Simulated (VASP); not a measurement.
Write the native input for VASP 6.6.1 that does the following.

```
Task                   : single point
Functional             : PBEsol
Potentials or basis    : VASP PAW PBE potentials, release 64 (Cd, Se)
Cutoff                 : 520 eV
k mesh                 : 8 × 8 × 8
Occupations            : fermi-dirac, width 0.05 eV
Spin                   : non-collinear spin, zero start, spin-orbit coupling
Starting moments       : [[0.0, 0.0, 0.0], [0.0, 0.0, 0.0]] μB
Dipole correction      : no
Further INCAR settings : ALGO = Normal; EDIFF = 1e-06; NBANDS = 30
```

The structure of CdSe lies in POSCAR:

```
CdSe
1.0
    0.0000000000      2.9117775739      2.9117775739
    2.9117775739      0.0000000000      2.9117775739
    2.9117775739      2.9117775739      0.0000000000
Cd Se
1 1
Direct
    0.0000000000      0.0000000000      0.0000000000
    0.5000000000      0.5000000000      0.5000000000
```

One way to write it, as run:

INCAR

```
PREC = Accurate
ENCUT = 520
EDIFF = 1E-6
ISMEAR = -1
SIGMA = 0.05
LREAL = F
LASPH = T
NELM = 150
ALGO = Normal
ISIF = 2
LWAVE = F
LCHARG = T
MAGMOM = 0 0 0 0 0 0
LORBIT = 11
LSORBIT = T
GGA_COMPAT = F
LORBMOM = T
GGA = PS
LVHAR = T
NBANDS = 30
```

KPOINTS

```
regular mesh
0
Gamma
  8 8 8
```

Potentials or basis: VASP PAW PBE potentials, release 64 (Cd, Se).

Run with:

```bash
$ cat potpaw_PBE.64/Cd/POTCAR potpaw_PBE.64/Se/POTCAR > POTCAR
$ mpirun -np 1 vasp_ncl > vasp.out
```

Results of the run:

```json
{"Pressure": "-5.4 GPa", "Net moment": "0.00 μB per cell", "Valence electrons inside the program's atomic spheres": "Cd 10.18; Se 3.78"}
```

Caveat: the cell stands under tension; the PAW data sets were made with another functional, which shifts forces and pressure a little.

Run time: 2.5 min on 1 thread of Intel Xeon 8259CL (shared host), peak memory 0.33 GiB.
